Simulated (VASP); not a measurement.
A run of VASP 6.6.1 is set up as follows.

INCAR

```
PREC = Accurate ; ENCUT = 520
EDIFF = 1E-6 ; ISMEAR = -1
SIGMA = 0.1 ; LREAL = F
LASPH = T ; NELM = 80
ALGO = Normal ; ISIF = 2
LWAVE = F ; LCHARG = T
GGA = PS ; LELF = T
LVHAR = T ; NBANDS = 12
```

KPOINTS

```
Automatic mesh
0
Gamma
  9 9 9
```

The input POSCAR:

```
As
1.0
    1.8807968987      1.0858785957      3.5140619945
   -1.8807968987      1.0858785957      3.5140619945
    0.0000000000     -2.1717571915      3.5140619945
As
2
Direct
    0.2260000000      0.2260000000      0.2260000000
    0.7740000000      0.7740000000      0.7740000000
```

Potentials or basis: VASP PAW PBE potentials, release 64 (As).

Command:

```console
$ cat potpaw_PBE.64/As/POTCAR > POTCAR
$ mpirun -np 1 vasp_std > vasp.out
```

Question: Estimate the band gap on the k mesh.

Answer: Zero (band 5 reaches 5.33 eV, above the bottom of band 6 at 5.23 eV).

Question: Estimate the pressure.

Answer: 0.7 GPa.

Question: Estimate the largest force.

Answer: 0.439 eV/Å.

Forces in eV/Å, atoms in the order of the input:
```
As   0.000  0.000  0.439
As   0.000  0.000 -0.439
```

Caveat: the PAW data sets were made with another functional, which shifts forces and pressure a little.
